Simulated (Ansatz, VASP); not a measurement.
Sr: VASP beside Ansatz

```
Sr
1.0
     0.00000    3.04235    3.04235
     3.04235    0.00000    3.04235
     3.04235    3.04235    0.00000
Sr
1
Cartesian
  0.0000 0.0000 0.0000
```

Alike in both runs: task electric field gradients; functional LDA; k mesh 10 × 10 × 10; occupations fermi-dirac, width 0.08 eV; no spin polarisation.

```csv
,VASP,Ansatz
version,VASP 6.6.1,Ansatz 0.2.0
potentials or method,"VASP PAW LDA potentials, release 64 (Sr_sv), cutoff 520 eV","all-electron PAW with datasets made for the crystal, scalar-relativistic"
```

|  | VASP | Ansatz | Ansatz less VASP |
| --- | --- | --- | --- |
| pressure (GPa) | -1.6 | -1.6 | +0.01 |

LDA's correlation is that of Perdew and Zunger in VASP and of Perdew and Wang (1992) in Ansatz. Ansatz ran all-electron here, and VASP with PAW potentials.
